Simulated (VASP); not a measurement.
# Ti (P6_3/mmc) in VASP: further runs, part 2 of 2

VASP 6.6.1.

## Step 3: Single point, PBE

Contents of INCAR:

```
PREC = Accurate
ENCUT = 520
EDIFF = 1E-7
ISMEAR = 1
SIGMA = 0.6
LREAL = False
LASPH = True
NELM = 80
ALGO = Normal
ISIF = 2
LWAVE = False
LCHARG = False
GGA = PE
NBANDS = 19
```

Contents of KPOINTS:

```
regular mesh
0
Gamma
  12 12 7
```

Contents of POSCAR:

```
Ti
1.0
    2.9390756844      0.0000000000      0.0000000000
   -1.4695378422      2.5453142064      0.0000000000
    0.0000000000      0.0000000000      4.6559893251
Ti
2
Direct
    0.3333333333      0.6666666667      0.2500000000
    0.6666666667      0.3333333333      0.7500000000
```

Potentials or basis: VASP PAW PBE potentials, release 64 (Ti_sv).

On the command line:

```bash
cat potpaw_PBE.64/Ti_sv/POTCAR > POTCAR
mpirun -np 1 vasp_std > vasp.out
```

OUTCAR:

```text
PREC = Accurate
   ENCUT = 520
   EDIFF = 1E-7
   ISMEAR = 1
   LREAL = False
   LASPH = True
   NELM = 80
   ISIF = 2
   GGA = PE

 ion  position               nearest neighbor table
   1  0.333  0.667  0.250-   2 2.88   2 2.88   2 2.88   2 2.88   2 2.88   2 2.88
   2  0.667  0.333  0.750-   1 2.88   1 2.88   1 2.88   1 2.88   1 2.88   1 2.88

  LATTYP: Found a hexagonal cell.
 ALAT       =     2.9390756844
 C/A-ratio  =     1.5841678899

  Lattice vectors:

 A1 = (   2.9390756844,   0.0000000000,   0.0000000000)
 A2 = (  -1.4695378422,   2.5453142064,   0.0000000000)
 A3 = (   0.0000000000,   0.0000000000,   4.6559893251)

Analysis of symmetry for initial positions (statically):
=====================================================================
 Subroutine PRICEL returns:
 Original cell was already a primitive cell.

 Routine SETGRP: Setting up the symmetry group for a
 hexagonal supercell.

 Subroutine GETGRP returns: Found 24 space group operations
 (whereof 12 operations were pure point group operations)
 out of a pool of 24 trial point group operations.

The static configuration has the point symmetry D_3d.
 The point group associated with its full space group is D_6h.

Analysis of symmetry for dynamics (positions and initial velocities):
=====================================================================
 Subroutine PRICEL returns:
 Original cell was already a primitive cell.

 Routine SETGRP: Setting up the symmetry group for a
 hexagonal supercell.

 Subroutine GETGRP returns: Found 24 space group operations
 (whereof 12 operations were pure point group operations)
 out of a pool of 24 trial point group operations.

The dynamic configuration has the point symmetry D_3d.
 The point group associated with its full space group is D_6h.

[... 112 lines left out ...]
   EFERMI =   0.00;   METHOD = LEGACY
   ISMEAR =     1;   SIGMA  =   0.60  broadening in eV -4-tet -1-fermi 0-gaus
   EFERMI_NEDOS =   21; number of points for ismear=-14 and -15
   IALGO  =     38    algorithm
   IMIX   =      4    mixing-type and parameters
     AMIX     =   0.40;   BMIX     =  1.00
     AMIX_MAG =   1.60;   BMIX_MAG =  1.00
  volume/ion in A,a.u.               =      17.42       117.53
  Fermi-wavevector in a.u.,A,eV,Ry     =   1.445963  2.732474 28.447185  2.090809
  Thomas-Fermi vector in A             =   2.564085
   LORBIT       =      0    0 simple, 1 ext, 2 COOP (PROOUT), +10 PAW based schemes
   GGA     = PE    functional components
   LHFCALC =     F    Hartree Fock is set to
   AEXX    =    0.0000 exact exchange contribution
   IVDW    =     0    specifies the selected vdW correction
   LEPSILON=     F    determine dielectric tensor
   LRPA    =     F    only Hartree local field effects (RPA)
 non-spin polarized calculation
 Methfessel and Paxton  Order N= 1 SIGMA  =   0.60
  energy-cutoff  :      520.00
  volume of cell :       34.83
 maximum number of plane-waves:       965
 NGX is ok and might be reduce to    24
   NGX = 11   NGY = 11   NGZ = 17

 number of electron      24.0000001 magnetization

 Free energy of the ion-electron system (eV)
  ---------------------------------------------------
  ext. energy  EPLUGINS =         0.00000000
  ---------------------------------------------------
  free energy    TOTEN  =       -15.63878746 eV

  energy without entropy =      -15.71440806  energy(sigma->0) =      -15.66399433

 E-fermi :   8.2643     XC(G=0): -11.4851

 val. band max:        8.2454359248   @ k =   0.4167   0.1667   0.4286
 cond. band min:       8.2764624812   @ k =   0.3333   0.3333   0.2857
 fundamental gap:      0.0310265563
 Fermi energy:         8.2642721967

 k-point     1 :       0.0000    0.0000    0.0000
  band No.  band energies     occupation
      1     -48.5611      2.00000
      2     -48.4261      2.00000
      3     -25.1330      2.00000
      4     -24.5141      2.00000
      5     -24.5141      2.00000
      6     -24.4315      2.00000
[... 505 lines left out ...]
      6     -24.6141      2.00000
[... 11 lines left out ...]
     18      11.0180     -0.00000
     19      11.7493     -0.00000

 [... further k-points ...]

------------------------ aborting loop because EDIFF is reached ----------------------------------------

  FORCE on cell =-STRESS in cart. coord.  units (eV):
  Direction    XX          YY          ZZ          XY          YZ          ZX
  --------------------------------------------------------------------------------------
  -------------------------------------------------------------------------------------
  Total       -0.1451646     -0.1451646     -0.1744896      0.0000000      0.0000000      0.0000000
  in kB       -6.6773967     -6.6773967     -8.0263109      0.0000000      0.0000000      0.0000000
  external PRESSURE =      -7.1270348 kB  Pullay stress =       0.0000000 kB

 VOLUME and BASIS-vectors are now :
 -----------------------------------------------------------------------------
  energy-cutoff  :      520.00
  volume of cell :       34.83
      direct lattice vectors                 reciprocal lattice vectors
     2.939075684  0.000000000  0.000000000     0.340243024  0.196439402  0.000000000
    -1.469537842  2.545314206  0.000000000     0.000000000  0.392878804  0.000000000
     0.000000000  0.000000000  4.655989325     0.000000000  0.000000000  0.214777125

 POSITION                                       TOTAL-FORCE (eV/Angst)
 -----------------------------------------------------------------------------------
     -0.00000      1.69688      1.16400        -0.000000      0.000000      0.000000
      1.46954      0.84844      3.49199         0.000000     -0.000000      0.000000
 -----------------------------------------------------------------------------------
    total drift:                               -0.000000      0.000000     -0.000000

  FREE ENERGIE OF THE ION-ELECTRON SYSTEM (eV)
  ---------------------------------------------------
  free  energy   TOTEN  =       -15.6387874649 eV

  energy  without entropy=      -15.7144080605  energy(sigma->0) =      -15.66399433
```

OSZICAR:

```text
N       E                     dE             d eps       ncg     rms          rms(c)
DAV:   1     0.261490451062E+03    0.26149E+03   -0.13046E+04  2896   0.158E+03
DAV:   2     0.126276994727E+02   -0.24886E+03   -0.24495E+03  2987   0.438E+02
DAV:   3    -0.164324512871E+02   -0.29060E+02   -0.28714E+02  5406   0.123E+02
DAV:   4    -0.176706013783E+02   -0.12382E+01   -0.12364E+01  3340   0.263E+01
DAV:   5    -0.177358494358E+02   -0.65248E-01   -0.65234E-01  4289   0.423E+00    0.119E+01
DAV:   6    -0.156347400815E+02    0.21011E+01   -0.76950E+00  3374   0.278E+01    0.295E+00
DAV:   7    -0.156199248160E+02    0.14815E-01   -0.68774E-01  4318   0.605E+00    0.206E+00
DAV:   8    -0.156463786482E+02   -0.26454E-01   -0.20155E-01  3145   0.514E+00    0.710E-01
DAV:   9    -0.156383624661E+02    0.80162E-02   -0.44696E-02  3290   0.215E+00    0.691E-02
DAV:  10    -0.156387649006E+02   -0.40243E-03   -0.31990E-03  4170   0.335E-01    0.780E-02
DAV:  11    -0.156387982923E+02   -0.33392E-04   -0.12410E-04  3600   0.726E-02    0.382E-02
DAV:  12    -0.156387862666E+02    0.12026E-04   -0.34708E-05  3403   0.532E-02    0.489E-03
DAV:  13    -0.156387865299E+02   -0.26325E-06   -0.15583E-06  3375   0.107E-02    0.187E-03
DAV:  14    -0.156387871207E+02   -0.59081E-06   -0.14790E-07  2196   0.293E-03    0.392E-04
DAV:  15    -0.156387874976E+02   -0.37690E-06   -0.28409E-08  1600   0.142E-03    0.846E-05
DAV:  16    -0.156387874649E+02    0.32643E-07   -0.12579E-08  1558   0.817E-04
   1 F= -.15638787E+02 E0= -.15663994E+02  d E =0.756206E-01
```

stdout:

```text
POSCAR found type information on POSCAR Ti
 POSCAR found :  1 types and       2 ions
 scaLAPACK will be used
 LDA part: xc-table for (Slater+PW92), standard interpolation
 POSCAR, INCAR and KPOINTS ok, starting setup
 FFT: planning ... GRIDC
 FFT: planning ... GRID_SOFT
 FFT: planning ... GRID
 WAVECAR not read
 entering main loop
```

Wall time 76 s (1 thread of AMD EPYC 7R13, shared host); peak memory 0.15 GiB.

Results:

```yaml
Free_energy: -15.6388 eV
Pressure: -0.7 GPa
Band_gap_on_the_k_mesh: zero (bands 12 and 13 overlap by 1.06 eV)
```

Stress tensor (GPa, compression positive):
```
-0.67  0.00  0.00
 0.00 -0.67  0.00
 0.00  0.00 -0.80
```

Levels at points of the mesh, in eV from the Fermi level:
```
           k point  band 9  band 10  band 11  band 12  band 13  band 14  band 15  band 16
(0.00, 0.00, 0.00)   -6.16    -2.64     0.81     0.81     0.81     0.93     1.30     1.30
(0.50, 0.00, 0.00)   -2.30    -2.11    -1.79    -0.59     0.53     0.67     1.21     3.36
```

Caveat: so wide a smearing shifts energies and pressures.

## Step 4: Single point, PBE

Contents of INCAR:

```
  ALGO = Normal
  EDIFF = 1E-7
  ENCUT = 520
  GGA = PE
  ISIF = 2
  ISMEAR = 1
  LASPH = T
  LCHARG = T
  LELF = T
  LREAL = F
  LVHAR = T
  LWAVE = F
  NBANDS = 19
  NELM = 60
  PREC = Accurate
  SIGMA = 1.0
```

Contents of KPOINTS:

```
k-points
0
Gamma
  12 12 7
```

POSCAR is that of step 3.

On the command line:

```bash
cat potpaw_PBE.64/Ti_sv/POTCAR > POTCAR
mpirun -np 1 vasp_std > vasp.out
```

Run time: 95 s. Hardware: 1 thread of AMD EPYC 7R13, shared host; peak memory 0.15 GiB.

Results (log left out):

* Free energy: -15.5970 eV
* Pressure: -0.5 GPa
* Band gap on the k mesh: zero (bands 12 and 13 overlap by 1.06 eV)

Stress tensor (GPa, compression positive):
```
-0.81  0.00  0.00
 0.00 -0.81  0.00
 0.00  0.00  0.15
```

Levels at points of the mesh, in eV from the Fermi level:
```
           k point  band 9  band 10  band 11  band 12  band 13  band 14  band 15  band 16
(0.00, 0.00, 0.00)   -6.14    -2.61     0.83     0.83     0.84     0.97     1.32     1.32
(0.50, 0.00, 0.00)   -2.28    -2.09    -1.76    -0.56     0.57     0.71     1.25     3.38
```

Caveat: so wide a smearing shifts energies and pressures.

## Step 5: Single point, PBE

Contents of INCAR:

```
PREC = Accurate
ENCUT = 520
EDIFF = 1E-6
ISMEAR = 1
SIGMA = 0.01
LREAL = False
LASPH = True
NELM = 60
ALGO = Normal
ISIF = 2
LWAVE = False
LCHARG = False
GGA = PE
NBANDS = 19
```

Contents of KPOINTS:

```
Automatic mesh
0
Gamma
  12 12 7
```

POSCAR is that of step 4.

Potentials or basis: VASP PAW PBE potentials, release 64 (Ti_sv).

On the command line:

```bash
cat potpaw_PBE.64/Ti_sv/POTCAR > POTCAR
mpirun -np 1 vasp_std > vasp.out
```

OUTCAR:

```text
PREC = Accurate
   ENCUT = 520
   EDIFF = 1E-6
   ISMEAR = 1
   LREAL = False
   LASPH = True
   NELM = 60
   ISIF = 2
   GGA = PE

 ion  position               nearest neighbor table
   1  0.333  0.667  0.250-   2 2.88   2 2.88   2 2.88   2 2.88   2 2.88   2 2.88
   2  0.667  0.333  0.750-   1 2.88   1 2.88   1 2.88   1 2.88   1 2.88   1 2.88

  LATTYP: Found a hexagonal cell.
 ALAT       =     2.9390756844
 C/A-ratio  =     1.5841678899

  Lattice vectors:

 A1 = (   2.9390756844,   0.0000000000,   0.0000000000)
 A2 = (  -1.4695378422,   2.5453142064,   0.0000000000)
 A3 = (   0.0000000000,   0.0000000000,   4.6559893251)

Analysis of symmetry for initial positions (statically):
=====================================================================
 Subroutine PRICEL returns:
 Original cell was already a primitive cell.

 Routine SETGRP: Setting up the symmetry group for a
 hexagonal supercell.

 Subroutine GETGRP returns: Found 24 space group operations
 (whereof 12 operations were pure point group operations)
 out of a pool of 24 trial point group operations.

The static configuration has the point symmetry D_3d.
 The point group associated with its full space group is D_6h.

Analysis of symmetry for dynamics (positions and initial velocities):
=====================================================================
 Subroutine PRICEL returns:
 Original cell was already a primitive cell.

 Routine SETGRP: Setting up the symmetry group for a
 hexagonal supercell.

 Subroutine GETGRP returns: Found 24 space group operations
 (whereof 12 operations were pure point group operations)
 out of a pool of 24 trial point group operations.

The dynamic configuration has the point symmetry D_3d.
 The point group associated with its full space group is D_6h.

[... 112 lines left out ...]
   EFERMI =   0.00;   METHOD = LEGACY
   ISMEAR =     1;   SIGMA  =   0.01  broadening in eV -4-tet -1-fermi 0-gaus
   EFERMI_NEDOS =   21; number of points for ismear=-14 and -15
   IALGO  =     38    algorithm
   IMIX   =      4    mixing-type and parameters
     AMIX     =   0.40;   BMIX     =  1.00
     AMIX_MAG =   1.60;   BMIX_MAG =  1.00
  volume/ion in A,a.u.               =      17.42       117.53
  Fermi-wavevector in a.u.,A,eV,Ry     =   1.445963  2.732474 28.447185  2.090809
  Thomas-Fermi vector in A             =   2.564085
   LORBIT       =      0    0 simple, 1 ext, 2 COOP (PROOUT), +10 PAW based schemes
   GGA     = PE    functional components
   LHFCALC =     F    Hartree Fock is set to
   AEXX    =    0.0000 exact exchange contribution
   IVDW    =     0    specifies the selected vdW correction
   LEPSILON=     F    determine dielectric tensor
   LRPA    =     F    only Hartree local field effects (RPA)
 non-spin polarized calculation
 Methfessel and Paxton  Order N= 1 SIGMA  =   0.01
  energy-cutoff  :      520.00
  volume of cell :       34.83
 maximum number of plane-waves:       965
 NGX is ok and might be reduce to    24
   NGX = 11   NGY = 11   NGZ = 17

 number of electron      24.0000001 magnetization

 Free energy of the ion-electron system (eV)
  ---------------------------------------------------
  ext. energy  EPLUGINS =         0.00000000
  ---------------------------------------------------
  free energy    TOTEN  =       -15.67090340 eV

  energy without entropy =      -15.67082313  energy(sigma->0) =      -15.67087665

 E-fermi :   8.3158     XC(G=0): -11.4850

 val. band max:        8.3152154517   @ k =   0.2500   0.2500   0.4286
 cond. band min:       8.3182704611   @ k =   0.3333   0.1667   0.4286
 fundamental gap:      0.0030550093
 Fermi energy:         8.3158372417

 k-point     1 :       0.0000    0.0000    0.0000
  band No.  band energies     occupation
      1     -48.5625      2.00000
      2     -48.4274      2.00000
      3     -25.1455      2.00000
      4     -24.5096      2.00000
      5     -24.5096      2.00000
      6     -24.4443      2.00000
[... 505 lines left out ...]
      6     -24.6096      2.00000
[... 11 lines left out ...]
     18      11.0230      0.00000
     19      11.7463      0.00000

 [... further k-points ...]

------------------------ aborting loop because EDIFF is reached ----------------------------------------

  FORCE on cell =-STRESS in cart. coord.  units (eV):
  Direction    XX          YY          ZZ          XY          YZ          ZX
  --------------------------------------------------------------------------------------
  -------------------------------------------------------------------------------------
  Total       -0.0729357     -0.0729357     -0.0651573     -0.0000000      0.0000000      0.0000000
  in kB       -3.3549556     -3.3549556     -2.9971579     -0.0000000      0.0000000      0.0000000
  external PRESSURE =      -3.2356897 kB  Pullay stress =       0.0000000 kB

 VOLUME and BASIS-vectors are now :
 -----------------------------------------------------------------------------
  energy-cutoff  :      520.00
  volume of cell :       34.83
      direct lattice vectors                 reciprocal lattice vectors
     2.939075684  0.000000000  0.000000000     0.340243024  0.196439402  0.000000000
    -1.469537842  2.545314206  0.000000000     0.000000000  0.392878804  0.000000000
     0.000000000  0.000000000  4.655989325     0.000000000  0.000000000  0.214777125

 POSITION                                       TOTAL-FORCE (eV/Angst)
 -----------------------------------------------------------------------------------
     -0.00000      1.69688      1.16400        -0.000000     -0.000000      0.000000
      1.46954      0.84844      3.49199         0.000000      0.000000      0.000000
 -----------------------------------------------------------------------------------
    total drift:                               -0.000000      0.000000     -0.000000

  FREE ENERGIE OF THE ION-ELECTRON SYSTEM (eV)
  ---------------------------------------------------
  free  energy   TOTEN  =       -15.6709034032 eV

  energy  without entropy=      -15.6708231319  energy(sigma->0) =      -15.67087665
```

OSZICAR:

```text
N       E                     dE             d eps       ncg     rms          rms(c)
DAV:   1     0.261487794163E+03    0.26149E+03   -0.13046E+04  2896   0.158E+03
DAV:   2     0.126002949943E+02   -0.24889E+03   -0.24497E+03  2987   0.438E+02
DAV:   3    -0.164627055742E+02   -0.29063E+02   -0.28723E+02  5406   0.123E+02
DAV:   4    -0.176985405970E+02   -0.12358E+01   -0.12333E+01  3340   0.263E+01
DAV:   5    -0.177638449689E+02   -0.65304E-01   -0.65293E-01  4289   0.423E+00    0.118E+01
DAV:   6    -0.156685215553E+02    0.20953E+01   -0.76786E+00  3371   0.277E+01    0.295E+00
DAV:   7    -0.156523838928E+02    0.16138E-01   -0.69252E-01  4326   0.609E+00    0.206E+00
DAV:   8    -0.156781514558E+02   -0.25768E-01   -0.19825E-01  3129   0.510E+00    0.704E-01
DAV:   9    -0.156704544660E+02    0.76970E-02   -0.42086E-02  3264   0.212E+00    0.689E-02
DAV:  10    -0.156708953511E+02   -0.44089E-03   -0.33161E-03  4052   0.344E-01    0.721E-02
DAV:  11    -0.156709154885E+02   -0.20137E-04   -0.11034E-04  3791   0.749E-02    0.376E-02
DAV:  12    -0.156709030994E+02    0.12389E-04   -0.41560E-05  3371   0.562E-02    0.233E-03
DAV:  13    -0.156709034032E+02   -0.30386E-06   -0.96807E-07  2042   0.988E-03
   1 F= -.15670903E+02 E0= -.15670877E+02  d E =-.802713E-04
```

stdout:

```text
POSCAR found type information on POSCAR Ti
 POSCAR found :  1 types and       2 ions
 scaLAPACK will be used
 LDA part: xc-table for (Slater+PW92), standard interpolation
 POSCAR, INCAR and KPOINTS ok, starting setup
 FFT: planning ... GRIDC
 FFT: planning ... GRID_SOFT
 FFT: planning ... GRID
 WAVECAR not read
 entering main loop
```

Wall time 84 s (1 thread of AMD EPYC 7R13, shared host); peak memory 0.15 GiB.

Results:

- Free energy: -15.6709 eV
- Pressure: -0.3 GPa
- Band gap on the k mesh: zero (bands 12 and 13 overlap by 1.06 eV)

## Step 6: Summary

| spin | cell | k mesh | smearing | gap on the mesh (eV) | pressure (GPa) |
| --- | --- | --- | --- | --- | --- |
| collinear | a = 2.939, b = 2.939, c = 4.652 Å, angles 90.0, 90.0, 120.0°, 2 atoms | 20 × 20 × 11 | fermi-dirac 0.05 eV | none | -0.3 |
| off | a = 2.939, b = 2.939, c = 4.656 Å, angles 90.0, 90.0, 120.0°, 2 atoms | 12 × 12 × 7 | methfessel-paxton 0.6 eV | none | -0.7 |
| off | a = 2.939, b = 2.939, c = 4.656 Å, angles 90.0, 90.0, 120.0°, 2 atoms | 12 × 12 × 7 | methfessel-paxton 1 eV | none | -0.5 |
| off | a = 2.939, b = 2.939, c = 4.656 Å, angles 90.0, 90.0, 120.0°, 2 atoms | 12 × 12 × 7 | methfessel-paxton 0.01 eV | none | -0.3 |

Alike in all rows: task single point; level PBE; potentials or basis VASP PAW PBE potentials, release 64 (Ti_sv); cutoff (eV) 520.

Caveats: so wide a smearing shifts energies and pressures (at least some runs).

Absolute energies hang on the potentials; compare differences alone.
